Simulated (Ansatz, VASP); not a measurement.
TiN in VASP and in Ansatz

The input INCAR:

```
PREC = Accurate
ENCUT = 600
EDIFF = 1E-6
ISMEAR = -1
SIGMA = 0.15
LREAL = F
LASPH = T
NELM = 120
ALGO = Normal
ISIF = 2
LWAVE = F
LCHARG = F
GGA = PE
NBANDS = 16
GGA_COMPAT = F
```

File KPOINTS:

```
regular mesh
0
Gamma
  9 9 9
```

POSCAR

```
TiN
1.0
    0.0000000000      2.1190000000      2.1190000000
    2.1190000000      0.0000000000      2.1190000000
    2.1190000000      2.1190000000      0.0000000000
Ti N
1 1
Direct
    0.0000000000      0.0000000000      0.0000000000
    0.5000000000      0.5000000000      0.5000000000
```

Input for Ansatz:

```yaml
crystal:
  lattice:
    - [0.0, 2.119, 2.119]
    - [2.119, 0.0, 2.119]
    - [2.119, 2.119, 0.0]
  atoms:
    - { symbol: Ti, position: [0.0, 0.0, 0.0] }
    - { symbol: "N", position: [0.5, 0.5, 0.5] }
kpoints:
  mp_grid: { grid: [9, 9, 9] }
hamiltonian:
  xc: pbe
scf:
  occupations: { method: fermi_dirac, width: 0.15 }
basis:
  ecutwfc: "19 Ha"
  xc_grid: 1
output:
  forces: true
  stress: true
  eigenvalues: true
```

Alike in both runs: task single point; functional PBE; k mesh 9 × 9 × 9; occupations fermi-dirac, width 0.15 eV; no spin polarisation.

```csv
,VASP,Ansatz
version,VASP 6.6.1,Ansatz 0.2.0
potentials or method,"VASP PAW PBE potentials, release 64 (Ti_sv, N), cutoff 600 eV","plane waves, PAW"
valence electrons in the cell,17,17
```

```csv
,VASP,Ansatz,Ansatz less VASP
gap on the k mesh at the Fermi level (eV),none,none,-
pressure (GPa),2.4,2.0,-0.34
```

A gap of «none» marks a metal or a gap that the smearing closes. The functional is the same, so the differences come from potentials, cutoffs and numerics.
